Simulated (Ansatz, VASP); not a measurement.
# LiSb7: VASP beside Ansatz

```
Li Sb
1.0
     5.27147    0.00000    0.00000
    -2.63573    4.56522    0.00000
     0.00000    0.00000   10.68682
Li Sb
1 7
Direct
  0.00000 0.00000 0.50000
  0.31308 0.00000 0.65908
  0.00000 0.31308 0.65908
  0.68692 0.68692 0.65908
  0.31308 0.00000 0.34092
  0.00000 0.31308 0.34092
  0.68692 0.68692 0.34092
  0.00000 0.00000 0.00000
```

Alike in both runs: task single point; functional PBE; k mesh 6 × 6 × 2; occupations gaussian, width 0.1 eV; no spin polarisation.

|  | VASP | Ansatz |
| --- | --- | --- |
| version | VASP 6.6.1 | Ansatz 0.2.0 |
| potentials or method | VASP PAW PBE potentials, release 64 (Li_sv, Sb), cutoff 520 eV | scalar-relativistic, plane waves, PAW |
| valence electrons in the cell | 38 | 108 |

VASP gave:

| Item | Value |
| --- | --- |
| gap on the k mesh at the Fermi level (eV) | none |
| rms of the force components (eV/Å) | 0.954 |

Task: Which values does Ansatz return?

Result: gap on the k mesh at the Fermi level (eV): none; rms of the force components (eV/Å): 0.925.

Atom by atom the forces differ by 0.030 eV/Å (rms over components). A gap of «none» marks a metal or a gap that the smearing closes. VASP's potentials hold 38 valence electrons a cell and Ansatz's 108, so a difference there can come from the potentials and not from the codes.

Spin-orbit coupling is off throughout. Noted on VASP's run: the cutoff is under 1.25 times that of the potentials, so the pressure is a little rough.
